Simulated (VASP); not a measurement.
A run of VASP 6.6.1:

The input POSCAR:

```
Li3Mg
1.0
   -0.0148000000      3.4684500000      3.4512300000
    3.4380300000      0.0518200000      3.3846000000
    3.4772100000      3.4410100000      0.0126400000
Li Mg
3 1
Direct
    0.2440100000      0.2621900000      0.2428700000
    0.4996787085      0.5137671697      0.4937043082
    0.7650400000      0.7385400000      0.7551800000
    0.9937300000      0.0202500000      0.9843100000
```

Contents of INCAR.step1:

```
SYSTEM = Li3Mg
PREC = Accurate
ENCUT = 520
ISMEAR = -1
SIGMA = 0.1
LREAL = .FALSE.
LASPH = .TRUE.
NELM = 60
NBANDS = 14
GGA = PE
ALGO = Normal
EDIFF = 1E-4
LWAVE = .TRUE.
LCHARG = .FALSE.
```

The input INCAR.step2:

```
SYSTEM = Li3Mg
PREC = Accurate
ENCUT = 520
EDIFF = 1E-7
ISMEAR = -1
SIGMA = 0.1
LREAL = .FALSE.
LASPH = .TRUE.
NELM = 60
ALGO = Normal
ISIF = 2
LWAVE = .FALSE.
LCHARG = .FALSE.
METAGGA = R2SCAN
LMIXTAU = .TRUE.
NBANDS = 14
ISTART = 1
```

Contents of KPOINTS:

```
Automatic mesh
0
G
  4 4 4
  0 0 0
```

Potentials or basis: VASP PAW PBE potentials, release 64 (Li_sv, Mg).

The run is started by

```sh
$ cat potpaw_PBE.64/Li_sv/POTCAR potpaw_PBE.64/Mg/POTCAR > POTCAR
$ cp INCAR.step1 INCAR
$ mpirun -np 1 vasp_std > vasp.out
$ cp INCAR.step2 INCAR
$ mpirun -np 1 vasp_std > vasp.out
```

Hardware: 1 thread of Intel(R) Xeon(R) 6975P-C (Granite Rapids) (shared host).

Problem. How long does it take, and how much memory?

Solution. Wall time 88 s on 1 thread of Intel(R) Xeon(R) 6975P-C (Granite Rapids), on a shared host, peak memory 0.22 GiB. Counts: k points 36.
